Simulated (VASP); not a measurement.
# Re (Fm-3m) in VASP: a series of runs

Re is run at these levels: r2SCAN; tasks: single point, relaxation of cell and atoms.

Program: VASP 6.6.1. These are calculated values, not measurements. Logs are shortened: lines on timing, memory, paths and dates and some standing lists are left out, and cuts for length are marked.

**1. The cell of the first run**

Symmetry: Fm-3m, No. 225, cubic system. Conventional cell: a = 3.891 Å, b = 3.891 Å, c = 3.891 Å, α = 90.00°, β = 90.00°, γ = 90.00°. Within 3.6 Å of Re (site symmetry m-3m) lie 12 Re at 2.75 Å.

This isn't the form of Re at room conditions, which is hcp.

**2. Single point, r2SCAN**

Input file POSCAR:

```
Re
1.0
    0.0000000000      1.9456802698      1.9456802698
    1.9456802698      0.0000000000      1.9456802698
    1.9456802698      1.9456802698      0.0000000000
Re
1
Direct
    0.0000000000      0.0000000000      0.0000000000
```

Input file INCAR.step1:

```
SYSTEM = Re
PREC = Accurate
ENCUT = 660
ISMEAR = 0
SIGMA = 0.1
LREAL = .FALSE.
LASPH = .TRUE.
NELM = 120
NBANDS = 10
GGA = PE
ALGO = Normal
EDIFF = 1E-5
LWAVE = .TRUE.
LCHARG = .FALSE.
GGA_COMPAT = .FALSE.
```

Input file INCAR.step2:

```
SYSTEM = Re
PREC = Accurate
ENCUT = 660
EDIFF = 1E-6
ISMEAR = 0
SIGMA = 0.1
LREAL = .FALSE.
LASPH = .TRUE.
NELM = 120
ALGO = Normal
ISIF = 2
LWAVE = .FALSE.
LCHARG = .TRUE.
METAGGA = R2SCAN
LMIXTAU = .TRUE.
LELF = .TRUE.
LVHAR = .TRUE.
NBANDS = 10
ISTART = 1
GGA_COMPAT = .FALSE.
```

Input file KPOINTS:

```
regular mesh
0
G
  11 11 11
  0 0 0
```

Potentials or basis: VASP PAW PBE potentials, release 64 (Re).

Run with:

```
$ cat potpaw_PBE.64/Re/POTCAR > POTCAR
$ cp INCAR.step1 INCAR
$ mpirun -np 1 vasp_std > vasp.out
$ cp INCAR.step2 INCAR
$ mpirun -np 1 vasp_std > vasp.out
```

OUTCAR:

```text
SYSTEM = Re
   PREC = Accurate
   ENCUT = 660
   EDIFF = 1E-6
   ISMEAR = 0
   LREAL = .FALSE.
   LASPH = .TRUE.
   NELM = 120
   ISIF = 2
   METAGGA = R2SCAN
   ISTART = 1

 ion  position               nearest neighbor table
   1  0.000  0.000  0.000-

  LATTYP: Found a face centered cubic cell.
 ALAT       =     3.8913605396

  Lattice vectors:

 A1 = (   0.0000000000,   1.9456802698,   1.9456802698)
 A2 = (   1.9456802698,   0.0000000000,   1.9456802698)
 A3 = (   1.9456802698,   1.9456802698,   0.0000000000)

Analysis of symmetry for initial positions (statically):
=====================================================================
 Subroutine PRICEL returns:
 Original cell was already a primitive cell.

 Routine SETGRP: Setting up the symmetry group for a
 face centered cubic supercell.

 Subroutine GETGRP returns: Found 48 space group operations
 (whereof 48 operations were pure point group operations)
 out of a pool of 48 trial point group operations.

The static configuration has the point symmetry O_h .

Analysis of symmetry for dynamics (positions and initial velocities):
=====================================================================
 Subroutine PRICEL returns:
 Original cell was already a primitive cell.

 Routine SETGRP: Setting up the symmetry group for a
 face centered cubic supercell.

 Subroutine GETGRP returns: Found 48 space group operations
 (whereof 48 operations were pure point group operations)
 out of a pool of 48 trial point group operations.

The dynamic configuration has the point symmetry O_h .

 Subroutine INISYM returns: Found 48 space group operations
 (whereof 48 operations are pure point group operations),
 and found     1 'primitive' translations

----------------------------------------------------------------------------------------

                                     Primitive cell

  volume of cell :      14.7314

  direct lattice vectors                    reciprocal lattice vectors
     0.000000000  1.945680270  1.945680270    -0.256979529  0.256979529  0.256979529
     1.945680270  0.000000000  1.945680270     0.256979529 -0.256979529  0.256979529
     1.945680270  1.945680270  0.000000000     0.256979529  0.256979529 -0.256979529

  length of vectors
     2.751607426  2.751607426  2.751607426     0.445101601  0.445101601  0.445101601

  position of ions in fractional coordinates (direct lattice)
     0.000000000  0.000000000  0.000000000

  ion indices of the primitive-cell ions
   primitive index   ion index
                 1           1
[... 77 lines left out ...]
   NFREE  =      0    steps in history (QN), initial steepest desc. (CG)
   ISIF   =      2    stress and relaxation
   ISYM   =      2    0-nonsym 1-usesym 2-fastsym
   POTIM  = 0.5000    time-step for ionic-motion
   TEBEG  =    0.0;   TEEND  =   0.0 temperature during run
   PSTRESS=    0.0 pullay stress
   NELECT =       7.0000    total number of electrons
   NUPDOWN=      -1.0000    fix difference up-down
   EMIN   =  10.00;   EMAX   =-10.00  energy-range for DOS
   EFERMI =   0.00;   METHOD = LEGACY
   ISMEAR =     0;   SIGMA  =   0.10  broadening in eV -4-tet -1-fermi 0-gaus
   EFERMI_NEDOS =   21; number of points for ismear=-14 and -15
   IALGO  =     38    algorithm
   IMIX   =      4    mixing-type and parameters
     AMIX     =   0.40;   BMIX     =  1.00
     AMIX_MAG =   1.60;   BMIX_MAG =  1.00
  volume/ion in A,a.u.               =      14.73        99.41
  Fermi-wavevector in a.u.,A,eV,Ry     =   1.277495  2.414116 22.204636  1.631995
  Thomas-Fermi vector in A             =   2.410092
   LORBIT       =      0    0 simple, 1 ext, 2 COOP (PROOUT), +10 PAW based schemes
   METAGGA = R2SCAN    functional components
   LHFCALC =     F    Hartree Fock is set to
   AEXX    =    0.0000 exact exchange contribution
   IVDW    =     0    specifies the selected vdW correction
   LEPSILON=     F    determine dielectric tensor
   LRPA    =     F    only Hartree local field effects (RPA)
 non-spin polarized calculation
 Gauss-broadening in eV      SIGMA  =   0.10
  energy-cutoff  :      660.00
  volume of cell :       14.73
 maximum number of plane-waves:       574
   NGX = 11   NGY = 11   NGZ = 11

 number of electron       7.0000000 magnetization

 Free energy of the ion-electron system (eV)
  ---------------------------------------------------
  ext. energy  EPLUGINS =         0.00000000
  ---------------------------------------------------
  free energy    TOTEN  =       -52.39585239 eV

  energy without entropy =      -52.39145192  energy(sigma->0) =      -52.39365215

 E-fermi :   8.0092     XC(G=0): -14.9852

 val. band max:        7.8777097576   @ k =  -0.2727   0.2727   0.0909
 cond. band min:       8.0167034980   @ k =   0.3636   0.3636   0.0000
 fundamental gap:      0.1389937404
 Fermi energy:         8.0092383552

 k-point     1 :       0.0000    0.0000    0.0000
  band No.  band energies     occupation
      1      -2.6717      2.00000
      2       5.9497      2.00000
      3       5.9497      2.00000
      4       5.9497      2.00000
      5       9.3517      0.00000
      6       9.3517      0.00000
      7      22.4704      0.00000
      8      28.5726      0.00000
      9      28.5726      0.00000
     10      28.5726      0.00000
[... 287 lines left out ...]
 k-point    24 :      -0.1818    0.1818    0.0000
  band No.  band energies     occupation
      1       0.8138      2.00000
      2       4.3874      2.00000
      3       5.9918      2.00000
      4       7.6653      2.00000
      5       7.7064      1.99998
      6      11.4864      0.00000
      7      23.5954      0.00000
      8      27.5801      0.00000
      9      28.8283      0.00000
     10      29.2789      0.00000

 [... further k-points ...]

------------------------ aborting loop because EDIFF is reached ----------------------------------------

  FORCE on cell =-STRESS in cart. coord.  units (eV):
  Direction    XX          YY          ZZ          XY          YZ          ZX
  --------------------------------------------------------------------------------------
  -------------------------------------------------------------------------------------
  Total        0.0133446      0.0133446      0.0133446      0.0000000      0.0000000      0.0000000
  in kB        1.4513444      1.4513444      1.4513444      0.0000000      0.0000000      0.0000000
  external PRESSURE =       1.4513444 kB  Pullay stress =       0.0000000 kB

 VOLUME and BASIS-vectors are now :
 -----------------------------------------------------------------------------
  energy-cutoff  :      660.00
  volume of cell :       14.73
      direct lattice vectors                 reciprocal lattice vectors
     0.000000000  1.945680270  1.945680270    -0.256979529  0.256979529  0.256979529
     1.945680270  0.000000000  1.945680270     0.256979529 -0.256979529  0.256979529
     1.945680270  1.945680270  0.000000000     0.256979529  0.256979529 -0.256979529

 POSITION                                       TOTAL-FORCE (eV/Angst)
 -----------------------------------------------------------------------------------
      0.00000      0.00000      0.00000         0.000000      0.000000      0.000000
 -----------------------------------------------------------------------------------
    total drift:                               -0.000000      0.000000      0.000000

  FREE ENERGIE OF THE ION-ELECTRON SYSTEM (eV)
  ---------------------------------------------------
  free  energy   TOTEN  =       -52.3958523874 eV

  energy  without entropy=      -52.3914519219  energy(sigma->0) =      -52.39365215
```

OUTCAR.step1:

```text
SYSTEM = Re
   PREC = Accurate
   ENCUT = 660
   ISMEAR = 0
   LREAL = .FALSE.
   LASPH = .TRUE.
   NELM = 120
[... 528 lines left out ...]
 -----------------------------------------------------------------------------------
      0.00000      0.00000      0.00000         0.000000     -0.000000      0.000000
 -----------------------------------------------------------------------------------
    total drift:                               -0.000000      0.000000      0.000000

  FREE ENERGIE OF THE ION-ELECTRON SYSTEM (eV)
  ---------------------------------------------------
  free  energy   TOTEN  =       -12.3629754942 eV

  energy  without entropy=      -12.3581510752  energy(sigma->0) =      -12.36056328
```

Run time: 16 s. Hardware: 1 thread of Intel Xeon 6975P-C (Granite Rapids), shared host; peak memory 0.15 GiB.

What came out:

```yaml
Free_energy: -52.3959 eV
Pressure: 0.1 GPa
Band_gap_on_the_k_mesh: zero (an odd number of electrons rules out a gap without spin polarisation)
```

Caveat: the PAW data sets were made with another functional, which shifts forces and pressure a little; spin-orbit coupling is left out, which moves the levels of the heavy elements.

**3. Relaxation of cell and atoms, r2SCAN**

Input file POSCAR:

```
Re
1.0
    0.0000000000      1.9450000000      1.9450000000
    1.9450000000      0.0000000000      1.9450000000
    1.9450000000      1.9450000000      0.0000000000
Re
1
Direct
    0.0000000000      0.0000000000      0.0000000000
```

Input file INCAR.step1:

```
SYSTEM = Re
  PREC = Accurate
  ENCUT = 660
  ISMEAR = 0
  SIGMA = 0.1
  LREAL = .False.
  LASPH = .True.
  NELM = 120
  GGA = PE
  ALGO = Normal
  EDIFF = 1E-5
  LWAVE = .True.
  LCHARG = .False.
  GGA_COMPAT = .False.
  IBRION = 2
  ISIF = 3
  EDIFFG = -0.005
  NELMIN = 4
  NSW = 100
```

Input file INCAR.step2:

```
SYSTEM = Re
  PREC = Accurate
  ENCUT = 660
  EDIFF = 1E-7
  ISMEAR = 0
  SIGMA = 0.1
  LREAL = .False.
  LASPH = .True.
  NELM = 120
  ALGO = Normal
  ISIF = 3
  LWAVE = .False.
  LCHARG = .False.
  METAGGA = R2SCAN
  LMIXTAU = .True.
  IBRION = 2
  NSW = 80
  EDIFFG = -0.01
  ISTART = 1
  GGA_COMPAT = .False.
  NELMIN = 4
```

Input file KPOINTS:

```
regular mesh
0
Gamma
  11 11 11
  0 0 0
```

Potentials or basis: VASP PAW PBE potentials, release 64 (Re).

Run with:

```
$ cat potpaw_PBE.64/Re/POTCAR > POTCAR
$ cp INCAR.step1 INCAR
$ mpirun -np 1 vasp_std > vasp.out
$ cp INCAR.step2 INCAR
$ mpirun -np 1 vasp_std > vasp.out
```

OUTCAR:

```text
SYSTEM = Re
   PREC = Accurate
   ENCUT = 660
   EDIFF = 1E-7
   ISMEAR = 0
   LREAL = .False.
   LASPH = .True.
   NELM = 120
   ISIF = 3
   METAGGA = R2SCAN
   IBRION = 2
   NSW = 80
   EDIFFG = -0.01
   ISTART = 1
   NELMIN = 4

 ion  position               nearest neighbor table
   1  0.000  0.000  0.000-

  LATTYP: Found a face centered cubic cell.
 ALAT       =     3.8900000000

  Lattice vectors:

 A1 = (   0.0000000000,   1.9450000000,   1.9450000000)
 A2 = (   1.9450000000,   0.0000000000,   1.9450000000)
 A3 = (   1.9450000000,   1.9450000000,   0.0000000000)

[... 249 lines left out ...]
  free energy    TOTEN  =       -52.39585326 eV

  energy without entropy =      -52.39145234  energy(sigma->0) =      -52.39365280

 E-fermi :   8.0051     XC(G=0): -14.9832

 val. band max:        7.8736704075   @ k =  -0.2727   0.2727   0.0909
 cond. band min:       8.0119545374   @ k =   0.3636   0.3636   0.0000
 fundamental gap:      0.1382841300
 Fermi energy:         8.0050762815

 k-point     1 :       0.0000    0.0000    0.0000
  band No.  band energies     occupation
      1      -2.6733      2.00000
      2       5.9465      2.00000
      3       5.9465      2.00000
      4       5.9465      2.00000
      5       9.3468      0.00000
      6       9.3468      0.00000
      7      22.4661      0.00000
[... 221 lines left out ...]
 k-point    24 :      -0.1818    0.1818    0.0000
  band No.  band energies     occupation
      1       0.8111      2.00000
      2       4.3849      2.00000
      3       5.9887      2.00000
      4       7.6613      2.00000
      5       7.7025      1.99998
      6      11.4804      0.00000
      7      23.5884      0.00000

 [... further k-points ...]

------------------------ aborting loop because EDIFF is reached ----------------------------------------

  FORCE on cell =-STRESS in cart. coord.  units (eV):
  Direction    XX          YY          ZZ          XY          YZ          ZX
  --------------------------------------------------------------------------------------
  -------------------------------------------------------------------------------------
  Total        0.0028709      0.0028709      0.0028709      0.0000000     -0.0000000      0.0000000
  in kB        0.3121402      0.3121402      0.3121402      0.0000000     -0.0000000      0.0000000
  external PRESSURE =       0.3121402 kB  Pullay stress =       0.0000000 kB
[... 16 lines left out ...]
  FREE ENERGIE OF THE ION-ELECTRON SYSTEM (eV)
  ---------------------------------------------------
  free  energy   TOTEN  =       -52.3958532617 eV

  energy  without entropy=      -52.3914523440  energy(sigma->0) =      -52.39365280

 reached required accuracy - stopping structural energy minimisation
```

OSZICAR.step1:

```text
N       E                     dE             d eps       ncg     rms          rms(c)
DAV:   1     0.774055726056E+01    0.77406E+01   -0.40167E+03  1218   0.134E+03
DAV:   2    -0.121080872037E+02   -0.19849E+02   -0.18470E+02   854   0.123E+02
DAV:   3    -0.130483469537E+02   -0.94026E+00   -0.89125E+00  1365   0.295E+01
[... 85 lines left out ...]
       N       E                     dE             d eps       ncg     rms          rms(c)
DAV:   1    -0.123675592825E+02   -0.17388E-06   -0.18950E-06   392   0.106E-01    0.490E-03
DAV:   2    -0.123675592785E+02    0.40014E-08   -0.49726E-07   392   0.744E-03    0.630E-04
DAV:   3    -0.123675592550E+02    0.23470E-07   -0.16534E-08   392   0.583E-03    0.132E-03
DAV:   4    -0.123675592146E+02    0.40366E-07   -0.47203E-08   392   0.110E-02
  14 F= -.12367559E+02 E0= -.12365150E+02  d E =-.295076E-06
```

Run time: 47 s. Hardware: 1 thread of Intel Xeon 6975P-C (Granite Rapids), shared host; peak memory 0.16 GiB.

Results:

* Free energy: -52.3959 eV
* Relaxed volume: 14.74 Å³/atom
* Relaxed cell: a = 2.752 Å, b = 2.752 Å, c = 2.752 Å, α = 60.00°, β = 60.00°, γ = 60.00°
* Space group after relaxing (to 0.1 Å): Fm-3m (No. 225)
* Energy gained by relaxing: 0.0 meV/atom
* Ionic steps: 3
* Pressure after relaxing: 0.0 GPa
* Band gap on the k mesh: zero (an odd number of electrons rules out a gap without spin polarisation)

Final structure:
```xyz
1
Lattice="0.0000 1.9459 1.9459 1.9459 0.0000 1.9459 1.9459 1.9459 0.0000" Properties=species:S:1:pos:R:3 pbc="T T T"
Re    0.0000    0.0000    0.0000
```

Levels at points of the mesh, in eV from the Fermi level:
| k point | band 1 | band 2 | band 3 | band 4 | band 5 | band 6 | band 7 |
| --- | --- | --- | --- | --- | --- | --- | --- |
| (0.00, 0.00, 0.00) | -10.68 | -2.06 | -2.06 | -2.06 | 1.34 | 1.34 | 14.46 |

Caveat: the PAW data sets were made with another functional, which shifts forces and pressure a little; spin-orbit coupling is left out, which moves the levels of the heavy elements.

The gap in the log of VASP goes by the Fermi energy; the results here count the filled bands.